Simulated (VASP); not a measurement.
Here is a VASP 6.6.1 calculation.

Contents of INCAR:

```
PREC     = Accurate       # precision mode
ENCUT    = 400            # plane-wave cutoff, eV
EDIFF    = 1E-8           # SCF threshold, eV
ISMEAR   = 0              # smearing method
SIGMA    = 0.1            # smearing width, eV
LREAL    = False          # projectors in reciprocal space
LASPH    = True           # aspherical terms in the spheres
NELM     = 200            # most SCF steps
ALGO     = Normal         # electronic algorithm
ISIF     = 2              # what is computed and relaxed
LWAVE    = False          # write WAVECAR
LCHARG   = False          # write CHGCAR
ISPIN    = 2              # spin polarisation
MAGMOM   = 0 0            # initial moments
LORBIT   = 11             # projections on sites
GGA      = RE             # functional
LEFG     = True         
NBANDS   = 14             # bands
GGA_COMPAT= False
```

The input KPOINTS:

```
regular mesh
0
Gamma
  6 6 4
```

POSCAR

```
Al
1.0
    2.7696194079      0.0000000000      0.0000000000
   -1.3848097039      2.3985607660      0.0000000000
    0.0000000000      0.0000000000      4.7927239834
Al
2
Direct
    0.6666666667      0.3333333333      0.7500000000
    0.3333333333      0.6666666667      0.2500000000
```

Potentials or basis: VASP PAW PBE potentials, release 64 (Al).

Run with:

```sh
$ cat potpaw_PBE.64/Al/POTCAR > POTCAR
$ mpirun -np 1 vasp_std > vasp.out
```

Question: Predict the pressure.

Answer: 5.7 GPa.

Question: Estimate the band gap on the k mesh.

Answer: Zero (filled and empty bands overlap).

Question: Estimate the net moment.

Answer: 0.00 μB per cell.

Stress tensor (GPa, compression positive):
```
7.00 0.00 0.00
0.00 7.00 0.00
0.00 0.00 3.02
```

Caveat: the k points lie up to 0.44 Å⁻¹ apart; without QUAD_EFG the Cq values of the log hold for a quadrupole moment of 1 mb, not for the nuclei; the PAW data sets were made with another functional, which shifts forces and pressure a little.
